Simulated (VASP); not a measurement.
# Cs (P6_3/mmc) in VASP: further runs, part 2 of 4

VASP 6.6.1. Earlier steps stand in the parts before.

## Step 3: Single point, PBEsol (volume scaled by 0.45)

INCAR

```
SYSTEM = Cs
PREC = Accurate
ENCUT = 520
EDIFF = 1E-7
ISMEAR = -1
SIGMA = 0.08
LREAL = .False.
LASPH = .True.
NELM = 80
ALGO = Normal
ISIF = 2
LWAVE = .False.
LCHARG = .False.
GGA = PS
NBANDS = 16
```

KPOINTS

```
Automatic mesh
0
Gamma
  8 8 5
  0 0 0
```

POSCAR

```
Cs
1.0
    4.1379468344      0.0000000000      0.0000000000
   -2.0689734172      3.5835670781      0.0000000000
    0.0000000000      0.0000000000      6.7034738717
Cs
2
Direct
    0.3333333333      0.6666666667      0.2500000000
    0.6666666667      0.3333333333      0.7500000000
```

Potentials or basis: VASP PAW PBE potentials, release 64 (Cs_sv).

Command:

```console
$ cat potpaw_PBE.64/Cs_sv/POTCAR > POTCAR
$ mpirun -np 1 vasp_std > vasp.out
```

OUTCAR:

```text
SYSTEM = Cs
   PREC = Accurate
   ENCUT = 520
   EDIFF = 1E-7
   ISMEAR = -1
   LREAL = .False.
   LASPH = .True.
   NELM = 80
   ISIF = 2
   GGA = PS

 ion  position               nearest neighbor table
   1  0.333  0.667  0.250-
   2  0.667  0.333  0.750-

  LATTYP: Found a hexagonal cell.
 ALAT       =     4.1379468344
 C/A-ratio  =     1.6200000000

  Lattice vectors:

 A1 = (   4.1379468344,   0.0000000000,   0.0000000000)
 A2 = (  -2.0689734172,   3.5835670781,   0.0000000000)
 A3 = (   0.0000000000,   0.0000000000,   6.7034738717)

Analysis of symmetry for initial positions (statically):
=====================================================================
 Subroutine PRICEL returns:
 Original cell was already a primitive cell.

 Routine SETGRP: Setting up the symmetry group for a
 hexagonal supercell.

 Subroutine GETGRP returns: Found 24 space group operations
 (whereof 12 operations were pure point group operations)
 out of a pool of 24 trial point group operations.

The static configuration has the point symmetry D_3d.
 The point group associated with its full space group is D_6h.

Analysis of symmetry for dynamics (positions and initial velocities):
=====================================================================
 Subroutine PRICEL returns:
 Original cell was already a primitive cell.

 Routine SETGRP: Setting up the symmetry group for a
 hexagonal supercell.

 Subroutine GETGRP returns: Found 24 space group operations
 (whereof 12 operations were pure point group operations)
 out of a pool of 24 trial point group operations.

The dynamic configuration has the point symmetry D_3d.
 The point group associated with its full space group is D_6h.

 Subroutine INISYM returns: Found 24 space group operations
 (whereof 12 operations are pure point group operations),
 and found     1 'primitive' translations

----------------------------------------------------------------------------------------

                                     Primitive cell

  volume of cell :      99.4032

  direct lattice vectors                    reciprocal lattice vectors
     4.137946834  0.000000000  0.000000000     0.241665744  0.139525782  0.000000000
    -2.068973417  3.583567078  0.000000000     0.000000000  0.279051565  0.000000000
     0.000000000  0.000000000  6.703473872     0.000000000  0.000000000  0.149176385

  length of vectors
     4.137946834  4.137946834  6.703473872     0.279051565  0.279051565  0.149176385

  position of ions in fractional coordinates (direct lattice)
     0.333333333  0.666666667  0.250000000
     0.666666667  0.333333333  0.750000000

  ion indices of the primitive-cell ions
   primitive index   ion index
                 1           1
                 2           2

----------------------------------------------------------------------------------------

 KPOINTS: Automatic mesh

Automatic generation of k-mesh.
 Grid dimensions read from file:
 generate k-points for:    8    8    5

 Generating k-lattice:

  Cartesian coordinates                     Fractional coordinates (reciprocal lattice)
     0.030208218  0.017440723  0.000000000     0.125000000  0.000000000  0.000000000
     0.000000000  0.034881446  0.000000000     0.000000000  0.125000000  0.000000000
     0.000000000  0.000000000  0.029835277     0.000000000  0.000000000  0.200000000

  Length of vectors
     0.034881446  0.034881446  0.029835277

  Shift w.r.t. Gamma in fractional coordinates (k-lattice)
     0.000000000  0.000000000  0.000000000

 Subroutine IBZKPT returns following result:
 ===========================================

 Found     30 irreducible k-points:

 Following reciprocal coordinates:
            Coordinates               Weight
  0.000000  0.000000  0.000000      1.000000
  0.125000 -0.000000  0.000000      6.000000
  0.250000 -0.000000  0.000000      6.000000
  0.375000  0.000000  0.000000      6.000000
  0.500000 -0.000000  0.000000      3.000000
  0.125000  0.125000  0.000000      6.000000
[... 16 lines left out ...]
  0.250000 -0.000000  0.400000     12.000000
  0.375000  0.000000  0.400000     12.000000
 [... further k-points ...]
   k-points           NKPTS =     30   k-points in BZ     NKDIM =     30   number of bands    NBANDS=     16
   number of dos      NEDOS =    301   number of ions     NIONS =      2
   total plane-waves  NPLWV =  51200
   dimension x,y,z NGX =    32 NGY =   32 NGZ =   50
   dimension x,y,z NGXF=    64 NGYF=   64 NGZF=  100
   ions per type =               2
   NGX,Y,Z   is equivalent  to a cutoff of  12.86, 12.86, 12.40 a.u.
   NGXF,Y,Z  is equivalent  to a cutoff of  25.71, 25.71, 24.80 a.u.
 SYSTEM =  Cs
   PREC   = accura    normal or accurate (medium, high low for compatibility)
   ISTART =      0    job   : 0-new  1-cont  2-samecut
   ICHARG =      2    charge: 1-file 2-atom 10-const
   ISPIN  =      1    spin polarized calculation?
   LNONCOLLINEAR =      F non collinear calculations
   LSORBIT =      F    spin-orbit coupling
   LASPH  =      T    aspherical Exc in radial PAW
   ENCUT  =  520.0 eV  38.22 Ry    6.18 a.u.   7.69  7.69 12.46*2*pi/ulx,y,z
   NELM   =     80;   NELMIN=  2; NELMDL= -5     # of ELM steps
   EDIFF  = 0.1E-06   stopping-criterion for ELM
   LREAL  =      F    real-space projection
   EDIFFG = 0.1E-05   stopping-criterion for IOM
   NSW    =      0    number of steps for IOM
   IBRION =     -1    ionic relax: 0-MD 1-quasi-New 2-CG
   NFREE  =      0    steps in history (QN), initial steepest desc. (CG)
   ISIF   =      2    stress and relaxation
   ISYM   =      2    0-nonsym 1-usesym 2-fastsym
   POTIM  = 0.5000    time-step for ionic-motion
   TEBEG  =    0.0;   TEEND  =   0.0 temperature during run
   PSTRESS=    0.0 pullay stress
   NELECT =      18.0000    total number of electrons
   NUPDOWN=      -1.0000    fix difference up-down
   EMIN   =  10.00;   EMAX   =-10.00  energy-range for DOS
   EFERMI =   0.00;   METHOD = LEGACY
   ISMEAR =    -1;   SIGMA  =   0.08  broadening in eV -4-tet -1-fermi 0-gaus
   EFERMI_NEDOS =   21; number of points for ismear=-14 and -15
   IALGO  =     38    algorithm
   IMIX   =      4    mixing-type and parameters
     AMIX     =   0.40;   BMIX     =  1.00
     AMIX_MAG =   1.60;   BMIX_MAG =  1.00
  volume/ion in A,a.u.               =      49.70       335.40
  Fermi-wavevector in a.u.,A,eV,Ry     =   0.926187  1.750240 11.671392  0.857823
  Thomas-Fermi vector in A             =   2.052123
   LORBIT       =      0    0 simple, 1 ext, 2 COOP (PROOUT), +10 PAW based schemes
   GGA     = PS    functional components
   LHFCALC =     F    Hartree Fock is set to
   AEXX    =    0.0000 exact exchange contribution
   IVDW    =     0    specifies the selected vdW correction
   LEPSILON=     F    determine dielectric tensor
   LRPA    =     F    only Hartree local field effects (RPA)
 non-spin polarized calculation
  energy-cutoff  :      520.00
  volume of cell :       99.40
 maximum number of plane-waves:      2719
 NGX is ok and might be reduce to    32
   NGX = 15   NGY = 15   NGZ = 25

 number of electron      18.0000004 magnetization

 Free energy of the ion-electron system (eV)
  ---------------------------------------------------
  ext. energy  EPLUGINS =         0.00000000
  ---------------------------------------------------
  free energy    TOTEN  =        -0.90729411 eV

  energy without entropy =       -0.83910741  energy(sigma->0) =       -0.87320076

 E-fermi :   3.4037     XC(G=0):  -8.2273

 val. band max:        3.3763071316   @ k =   0.3750   0.2500   0.0000
 cond. band min:       3.4451664046   @ k =   0.3750   0.0000   0.2000
 fundamental gap:      0.0688592731
 Fermi energy:         3.4036835501

 k-point     1 :       0.0000    0.0000    0.0000
  band No.  band energies     occupation
      1     -20.4191      2.00000
      2     -20.1985      2.00000
      3      -8.0411      2.00000
      4      -6.6445      2.00000
      5      -6.6445      2.00000
      6      -6.4433      2.00000
[... 8 lines left out ...]
     15       6.8644      0.00000
     16       6.8644      0.00000

 k-point     2 :       0.1250   -0.0000    0.0000
  band No.  band energies     occupation
      1     -20.3923      2.00000
      2     -20.1858      2.00000
      3      -7.9683      2.00000
      4      -6.8474      2.00000
      5      -6.7053      2.00000
      6      -6.6520      2.00000
[... 8 lines left out ...]
     15       6.7735      0.00000
     16       7.0259      0.00000
[... 387 lines left out ...]
      5      -6.9645      2.00000
      6      -6.7350      2.00000
[... 8 lines left out ...]
     15       6.8563      0.00000
     16       7.2704      0.00000

 k-point    24 :       0.3750    0.0000    0.4000
  band No.  band energies     occupation
      1     -20.2088      2.00000
      2     -20.1750      2.00000
      3      -7.8554      2.00000
      4      -7.7569      2.00000
      5      -6.9774      2.00000
      6      -6.8384      2.00000
[... 8 lines left out ...]
     15       6.9416      0.00000
     16       7.8745      0.00000

 [... further k-points ...]
[... 5 lines left out ...]
  --------------------------------------------------------------------------------------
  -------------------------------------------------------------------------------------
  Total        2.4885722      2.4885722      2.5146287      0.0000000     -0.0000000      0.0000000
  in kB       40.1107204     40.1107204     40.5306985      0.0000000     -0.0000000      0.0000000
  external PRESSURE =      40.2507131 kB  Pullay stress =       0.0000000 kB

 VOLUME and BASIS-vectors are now :
 -----------------------------------------------------------------------------
  energy-cutoff  :      520.00
  volume of cell :       99.40
      direct lattice vectors                 reciprocal lattice vectors
     4.137946834  0.000000000  0.000000000     0.241665744  0.139525782  0.000000000
    -2.068973417  3.583567078  0.000000000     0.000000000  0.279051565  0.000000000
     0.000000000  0.000000000  6.703473872     0.000000000  0.000000000  0.149176385

 POSITION                                       TOTAL-FORCE (eV/Angst)
 -----------------------------------------------------------------------------------
     -0.00000      2.38904      1.67587        -0.000000      0.000000      0.000000
      2.06897      1.19452      5.02761         0.000000      0.000000      0.000000
 -----------------------------------------------------------------------------------
    total drift:                               -0.000000      0.000000     -0.000000

  FREE ENERGIE OF THE ION-ELECTRON SYSTEM (eV)
  ---------------------------------------------------
  free  energy   TOTEN  =        -0.9072941085 eV

  energy  without entropy=       -0.8391074084  energy(sigma->0) =       -0.87320076
```

OSZICAR:

```text
N       E                     dE             d eps       ncg     rms          rms(c)
DAV:   1     0.118417699963E+03    0.11842E+03   -0.72340E+03   960   0.923E+02
DAV:   2     0.892263233346E+01   -0.10950E+03   -0.10510E+03  1408   0.166E+02
DAV:   3    -0.870909192530E+00   -0.97935E+01   -0.97335E+01  1192   0.536E+01
DAV:   4    -0.969458072834E+00   -0.98549E-01   -0.98533E-01  1232   0.629E+00
DAV:   5    -0.969957686402E+00   -0.49961E-03   -0.49961E-03  1224   0.460E-01    0.879E-01
DAV:   6    -0.922243704510E+00    0.47714E-01   -0.44722E-02  1072   0.103E+00    0.424E-01
DAV:   7    -0.907362027882E+00    0.14882E-01   -0.41365E-02  1064   0.984E-01    0.138E-01
DAV:   8    -0.907307257471E+00    0.54770E-04   -0.70887E-04  1280   0.146E-01    0.148E-02
DAV:   9    -0.907298127230E+00    0.91302E-05   -0.21038E-05  1216   0.252E-02    0.664E-03
DAV:  10    -0.907293783692E+00    0.43435E-05   -0.20826E-06  1288   0.919E-03    0.151E-03
DAV:  11    -0.907294274810E+00   -0.49112E-06   -0.27055E-07  1096   0.263E-03    0.790E-04
DAV:  12    -0.907294126861E+00    0.14795E-06   -0.29754E-08   880   0.105E-03    0.103E-04
DAV:  13    -0.907294108515E+00    0.18346E-07   -0.33031E-09   680   0.356E-04
   1 F= -.90729411E+00 E0= -.87320076E+00  d E =-.681867E-01
```

stdout:

```text
POSCAR found type information on POSCAR Cs
 POSCAR found :  1 types and       2 ions
 scaLAPACK will be used
 -----------------------------------------------------------------------------
|                                                                             |
|                                                                             |
|     You enforced a specific xc type in the INCAR file but a different       |
|     I HOPE YOU KNOW WHAT YOU ARE DOING!                                     |
|                                                                             |
 -----------------------------------------------------------------------------

 LDA part: xc-table for (Slater+PW92), standard interpolation
 POSCAR, INCAR and KPOINTS ok, starting setup
 FFT: planning ... GRIDC
 FFT: planning ... GRID_SOFT
 FFT: planning ... GRID
 WAVECAR not read
 entering main loop
```

It took 15 s on 1 thread of Intel Xeon 6975P-C (Granite Rapids), shared host; peak memory 0.22 GiB.

What came out:

| Item | Value |
| --- | --- |
| Free energy | -0.9073 eV |
| Pressure | 4.0 GPa |
| Band gap on the k mesh | zero (band 9 reaches 3.65 eV, above the bottom of band 10 at 2.85 eV) |

Caveat: the PAW data sets were made with another functional, which shifts forces and pressure a little; spin-orbit coupling is left out, which moves the levels of the heavy elements.

(Part 2 of 4 ends here.)
